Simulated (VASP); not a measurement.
# Ir3F in VASP: further runs

Runs on Ir3F. Level: PBE. Tasks: single point.

Program: VASP 6.6.1. These are calculated values, not measurements. Logs are shortened: lines on timing, memory, paths and dates and some standing lists are left out, and cuts for length are marked.

### Step 1. The cell of the first run

The cell holds a slab with vacuum, 4 atoms: a = 2.737 Å, b = 2.737 Å, c = 19.188 Å, α = 90.00°, β = 90.00°, γ = 90.00°.

### Step 2. Single point, PBE

INCAR reads:

```
SYSTEM = Ir3F
PREC     = Accurate       ! precision mode
ENCUT    = 520            ! plane-wave cutoff, eV
EDIFF    = 1E-7           ! SCF threshold, eV
ISMEAR   = 0              ! smearing method
SIGMA    = 0.1            ! smearing width, eV
LREAL    = .False.        ! projectors in reciprocal space
LASPH    = .True.         ! aspherical terms in the spheres
NELM     = 60             ! most SCF steps
ALGO     = Normal         ! electronic algorithm
ISIF     = 2              ! what is computed and relaxed
LWAVE    = .False.        ! write WAVECAR
LCHARG   = .False.        ! write CHGCAR
LDIPOL   = .True.       
IDIPOL   = 3            
DIPOL    = 0.5 0.5 0.353
GGA      = PE             ! functional
NBANDS   = 25             ! bands
```

KPOINTS reads:

```
Automatic mesh
0
Gamma
  10 10 1
  0 0 0
```

POSCAR reads:

```
Ir3F
1.0
    2.7367600872      0.0000000000      0.0000000000
    0.0000000000      2.7367600872      0.0000000000
    0.0000000000      0.0000000000     19.1883373424
Ir F
3 1
Direct
    0.5000000000      0.5000000000      0.2084599582
    0.0000000000      0.0000000000      0.3045662607
    0.5000000000      0.5000000000      0.4006776202
    0.5000000000      0.5000000000      0.4990116940
```

Potentials or basis: VASP PAW PBE potentials, release 64 (Ir, F).

The run is started by

```sh
cat potpaw_PBE.64/Ir/POTCAR potpaw_PBE.64/F/POTCAR > POTCAR
mpirun -np 1 vasp_std > vasp.out
```

OUTCAR:

```text
SYSTEM = Ir3F
   PREC = Accurate
   ENCUT = 520
   EDIFF = 1E-7
   ISMEAR = 0
   LREAL = .False.
   LASPH = .True.
   NELM = 60
   ISIF = 2
   GGA = PE

 ion  position               nearest neighbor table
   1  0.500  0.500  0.208-   2 2.67   2 2.67   2 2.67   2 2.67
   2  0.000  0.000  0.305-   1 2.67   1 2.67   1 2.67   1 2.67   3 2.67   3 2.67   3 2.67   3 2.67

   3  0.500  0.500  0.401-   4 1.89   2 2.67   2 2.67   2 2.67   2 2.67
   4  0.500  0.500  0.499-   3 1.89

  LATTYP: Found a simple tetragonal cell.
 ALAT       =     2.7367600872
 C/A-ratio  =     7.0113333763

  Lattice vectors:

 A1 = (   2.7367600872,   0.0000000000,   0.0000000000)
 A2 = (   0.0000000000,   2.7367600872,   0.0000000000)
 A3 = (   0.0000000000,   0.0000000000,  19.1883373424)

Analysis of symmetry for initial positions (statically):
=====================================================================
 Subroutine PRICEL returns:
 Original cell was already a primitive cell.

 Routine SETGRP: Setting up the symmetry group for a
 simple tetragonal supercell.

 Subroutine GETGRP returns: Found  8 space group operations
 (whereof  8 operations were pure point group operations)
 out of a pool of 16 trial point group operations.

The static configuration has the point symmetry C_4v.

Analysis of symmetry for dynamics (positions and initial velocities):
=====================================================================
 Subroutine PRICEL returns:
 Original cell was already a primitive cell.

 Routine SETGRP: Setting up the symmetry group for a
 simple tetragonal supercell.

 Subroutine GETGRP returns: Found  8 space group operations
 (whereof  8 operations were pure point group operations)
 out of a pool of 16 trial point group operations.

The dynamic configuration has the point symmetry C_4v.

 Subroutine INISYM returns: Found  8 space group operations
 (whereof  8 operations are pure point group operations),
 and found     1 'primitive' translations

----------------------------------------------------------------------------------------

                                     Primitive cell

  volume of cell :     143.7179

  direct lattice vectors                    reciprocal lattice vectors
     2.736760087  0.000000000  0.000000000     0.365395566  0.000000000  0.000000000
     0.000000000  2.736760087  0.000000000     0.000000000  0.365395566  0.000000000
     0.000000000  0.000000000 19.188337342     0.000000000  0.000000000  0.052114990

  length of vectors
     2.736760087  2.736760087 19.188337342     0.365395566  0.365395566  0.052114990

  position of ions in fractional coordinates (direct lattice)
     0.500000000  0.500000000  0.208459958
     0.000000000  0.000000000  0.304566261
     0.500000000  0.500000000  0.400677620
     0.500000000  0.500000000  0.499011694

  ion indices of the primitive-cell ions
   primitive index   ion index
                 1           1
                 2           2
                 3           3
                 4           4

----------------------------------------------------------------------------------------

 KPOINTS: Automatic mesh

Automatic generation of k-mesh.
 Grid dimensions read from file:
 generate k-points for:   10   10    1

 Generating k-lattice:

  Cartesian coordinates                     Fractional coordinates (reciprocal lattice)
     0.036539557  0.000000000  0.000000000     0.100000000  0.000000000  0.000000000
     0.000000000  0.036539557  0.000000000     0.000000000  0.100000000  0.000000000
     0.000000000  0.000000000  0.052114990     0.000000000  0.000000000  1.000000000

  Length of vectors
     0.036539557  0.036539557  0.052114990

  Shift w.r.t. Gamma in fractional coordinates (k-lattice)
     0.000000000  0.000000000  0.000000000

 Subroutine IBZKPT returns following result:
 ===========================================

 Found     21 irreducible k-points:

 Following reciprocal coordinates:
            Coordinates               Weight
  0.000000  0.000000  0.000000      1.000000
  0.100000  0.000000  0.000000      4.000000
  0.200000  0.000000  0.000000      4.000000
  0.300000  0.000000  0.000000      4.000000
  0.400000  0.000000  0.000000      4.000000
  0.500000  0.000000  0.000000      2.000000
[... 13 lines left out ...]
  0.500000  0.400000  0.000000      4.000000
  0.500000  0.500000  0.000000      1.000000
   k-points           NKPTS =     21   k-points in BZ     NKDIM =     21   number of bands    NBANDS=     25
   number of dos      NEDOS =    301   number of ions     NIONS =      4
   total plane-waves  NPLWV =  57600
   dimension x,y,z NGX =    20 NGY =   20 NGZ =  144
   dimension x,y,z NGXF=    40 NGYF=   40 NGZF=  288
   ions per type =               3   1
   NGX,Y,Z   is equivalent  to a cutoff of  12.15, 12.15, 12.48 a.u.
   NGXF,Y,Z  is equivalent  to a cutoff of  24.30, 24.30, 24.95 a.u.
 SYSTEM =  Ir3F
   PREC   = accura    normal or accurate (medium, high low for compatibility)
   ISTART =      0    job   : 0-new  1-cont  2-samecut
   ICHARG =      2    charge: 1-file 2-atom 10-const
   ISPIN  =      1    spin polarized calculation?
   LNONCOLLINEAR =      F non collinear calculations
   LSORBIT =      F    spin-orbit coupling
   LASPH  =      T    aspherical Exc in radial PAW
   ENCUT  =  520.0 eV  38.22 Ry    6.18 a.u.   5.09  5.09 35.68*2*pi/ulx,y,z
   NELM   =     60;   NELMIN=  2; NELMDL= -5     # of ELM steps
   EDIFF  = 0.1E-06   stopping-criterion for ELM
   LREAL  =      F    real-space projection
   EDIFFG = 0.1E-05   stopping-criterion for IOM
   NSW    =      0    number of steps for IOM
   IBRION =     -1    ionic relax: 0-MD 1-quasi-New 2-CG
   NFREE  =      0    steps in history (QN), initial steepest desc. (CG)
   ISIF   =      2    stress and relaxation
   ISYM   =      2    0-nonsym 1-usesym 2-fastsym
   POTIM  = 0.5000    time-step for ionic-motion
   TEBEG  =    0.0;   TEEND  =   0.0 temperature during run
   PSTRESS=    0.0 pullay stress
   NELECT =      34.0000    total number of electrons
   NUPDOWN=      -1.0000    fix difference up-down
   EMIN   =  10.00;   EMAX   =-10.00  energy-range for DOS
   EFERMI =   0.00;   METHOD = LEGACY
   ISMEAR =     0;   SIGMA  =   0.10  broadening in eV -4-tet -1-fermi 0-gaus
   EFERMI_NEDOS =   21; number of points for ismear=-14 and -15
   IALGO  =     38    algorithm
   IMIX   =      4    mixing-type and parameters
     AMIX     =   0.40;   BMIX     =  1.00
     AMIX_MAG =   1.60;   BMIX_MAG =  1.00
  volume/ion in A,a.u.               =      35.93       242.46
  Fermi-wavevector in a.u.,A,eV,Ry     =   1.012506  1.913359 13.948258  1.025168
  Thomas-Fermi vector in A             =   2.145619
   LORBIT       =      0    0 simple, 1 ext, 2 COOP (PROOUT), +10 PAW based schemes
   GGA     = PE    functional components
   LHFCALC =     F    Hartree Fock is set to
   AEXX    =    0.0000 exact exchange contribution
   IVDW    =     0    specifies the selected vdW correction
   LEPSILON=     F    determine dielectric tensor
   LRPA    =     F    only Hartree local field effects (RPA)
 non-spin polarized calculation
 Gauss-broadening in eV      SIGMA  =   0.10
  energy-cutoff  :      520.00
  volume of cell :      143.72
 maximum number of plane-waves:      3910
   NGX = 11   NGY = 11   NGZ = 71

 number of electron      33.9999997 magnetization

 dipolmoment           0.000000      0.000000      0.129624 electrons x Angstroem

 Free energy of the ion-electron system (eV)
  ---------------------------------------------------
  ext. energy  EPLUGINS =         0.00000000
  ---------------------------------------------------
  free energy    TOTEN  =       -28.09646954 eV

  energy without entropy =      -28.07056151  energy(sigma->0) =      -28.08351553

 E-fermi :  -1.4364     XC(G=0):  -5.7047

 val. band max:       -1.4499081996   @ k =   0.4000   0.3000   0.0000
 cond. band min:      -1.4233263985   @ k =   0.3000   0.1000   0.0000
 fundamental gap:      0.0265818011
 Fermi energy:        -1.4363701000

 k-point     1 :       0.0000    0.0000    0.0000
  band No.  band energies     occupation
      1     -24.1872      2.00000
      2     -11.3045      2.00000
      3      -8.7120      2.00000
      4      -8.3450      2.00000
      5      -8.2314      2.00000
      6      -7.0126      2.00000
[... 17 lines left out ...]
     24       4.1124      0.00000
     25       6.1652      0.00000

 k-point     2 :       0.1000    0.0000    0.0000
  band No.  band energies     occupation
      1     -24.1641      2.00000
      2     -11.0442      2.00000
      3      -8.5136      2.00000
      4      -8.1628      2.00000
      5      -8.0459      2.00000
      6      -6.9699      2.00000
[... 17 lines left out ...]
     24       4.4870      0.00000
     25       6.3928      0.00000

 k-point     3 :       0.2000    0.0000    0.0000
  band No.  band energies     occupation
      1     -24.1026      2.00000
      2     -10.3591      2.00000
      3      -8.1382      2.00000
      4      -7.9433      2.00000
      5      -7.5550      2.00000
      6      -6.6988      2.00000
[... 17 lines left out ...]
     24       5.5593      0.00000
     25       7.0582      0.00000

 k-point     4 :       0.3000    0.0000    0.0000
  band No.  band energies     occupation
      1     -24.0253      2.00000
      2      -9.5511      2.00000
      3      -8.1712      2.00000
      4      -7.5640      2.00000
      5      -7.3304      2.00000
      6      -6.2693      2.00000
[... 17 lines left out ...]
     24       5.6827      0.00000
     25       6.8362      0.00000

 k-point     5 :       0.4000    0.0000    0.0000
  band No.  band energies     occupation
      1     -23.9616      2.00000
      2      -9.0376      2.00000
      3      -8.3980      2.00000
      4      -7.2998      2.00000
      5      -6.9764      2.00000
      6      -6.6220      2.00000
[... 17 lines left out ...]
     24       6.4576      0.00000
     25       6.8331      0.00000

 k-point     6 :       0.5000    0.0000    0.0000
  band No.  band energies     occupation
      1     -23.9369      2.00000
      2      -8.9099      2.00000
      3      -8.4930      2.00000
      4      -7.2640      2.00000
      5      -6.7711      2.00000
      6      -6.6258      2.00000
[... 17 lines left out ...]
     24       6.5711      0.00000
     25       7.5463      0.00000
[... 309 lines left out ...]
 k-point    18 :       0.5000    0.3000    0.0000
  band No.  band energies     occupation
      1     -23.7937      2.00000
      2      -8.2889      2.00000
      3      -7.8347      2.00000
      4      -7.7362      2.00000
      5      -7.4478      2.00000
      6      -6.4020      2.00000
[... 17 lines left out ...]
     24       7.4082      0.00000
     25       7.4227      0.00000

 k-point    19 :       0.4000    0.4000    0.0000
  band No.  band energies     occupation
      1     -23.7595      2.00000
      2      -8.5810      2.00000
      3      -7.8270      2.00000
      4      -7.8126      2.00000
      5      -7.7264      2.00000
      6      -6.4574      2.00000
[... 17 lines left out ...]
     24       8.3089      0.00000
     25       8.7442      0.00000

 k-point    20 :       0.5000    0.4000    0.0000
  band No.  band energies     occupation
      1     -23.7374      2.00000
      2      -8.7203      2.00000
      3      -7.9455      2.00000
      4      -7.9082      2.00000
      5      -7.8457      2.00000
      6      -6.4614      2.00000
[... 17 lines left out ...]
     24       7.4257      0.00000
     25       8.2656      0.00000

 k-point    21 :       0.5000    0.5000    0.0000
  band No.  band energies     occupation
      1     -23.7157      2.00000
      2      -8.8831      2.00000
      3      -8.0142      2.00000
      4      -8.0142      2.00000
      5      -7.9996      2.00000
      6      -6.6053      2.00000
[... 17 lines left out ...]
     24       7.5023      0.00000
     25       7.5625      0.00000

------------------------ aborting loop because EDIFF is reached ----------------------------------------

 vacuum level on the upper side and lower side of the slab       (xc-potential included)         1.491        -1.653

  FORCE on cell =-STRESS in cart. coord.  units (eV):
  Direction    XX          YY          ZZ          XY          YZ          ZX
  --------------------------------------------------------------------------------------
  -------------------------------------------------------------------------------------
  Total       -1.0866251     -1.0866251      1.8169066      0.0000000      0.0000000      0.0000000
  in kB      -12.1137751    -12.1137751     20.2550061      0.0000000      0.0000000      0.0000000
  external PRESSURE =      -1.3241814 kB  Pullay stress =       0.0000000 kB

 VOLUME and BASIS-vectors are now :
 -----------------------------------------------------------------------------
  energy-cutoff  :      520.00
  volume of cell :      143.72
      direct lattice vectors                 reciprocal lattice vectors
     2.736760087  0.000000000  0.000000000     0.365395566  0.000000000  0.000000000
     0.000000000  2.736760087  0.000000000     0.000000000  0.365395566  0.000000000
     0.000000000  0.000000000 19.188337342     0.000000000  0.000000000  0.052114990

 POSITION                                       TOTAL-FORCE (eV/Angst)
 -----------------------------------------------------------------------------------
      1.36838      1.36838      4.00000        -0.000000     -0.000000     -0.381968
      0.00000      0.00000      5.84412        -0.000000     -0.000000      0.066136
      1.36838      1.36838      7.68834        -0.000000     -0.000000      0.004835
      1.36838      1.36838      9.57520         0.000000      0.000000      0.310998
 -----------------------------------------------------------------------------------
    total drift:                                0.000000      0.000000     -0.000570

  FREE ENERGIE OF THE ION-ELECTRON SYSTEM (eV)
  ---------------------------------------------------
  free  energy   TOTEN  =       -28.0964695401 eV

  energy  without entropy=      -28.0705615110  energy(sigma->0) =      -28.08351553

 vacuum level on the upper side and lower side of the slab         6.975         3.799
```

Wall time 2 min (1 thread of Intel Xeon Platinum 8488C (Sapphire Rapids), shared host); peak memory 0.26 GiB.

Results:

- Free energy: -28.0965 eV
- Largest force: 0.382 eV/Å
- Band gap on the k mesh: zero (band 17 reaches 0.21 eV, above the bottom of band 18 at -2.13 eV)

Forces on the atoms (eV/Å):
```
Ir   0.000  0.000 -0.382
Ir   0.000  0.000  0.066
Ir   0.000  0.000  0.005
F    0.000  0.000  0.311
```

Caveat: spin-orbit coupling is left out, which moves the levels of the heavy elements.

(Part 1 of 2 ends here.)
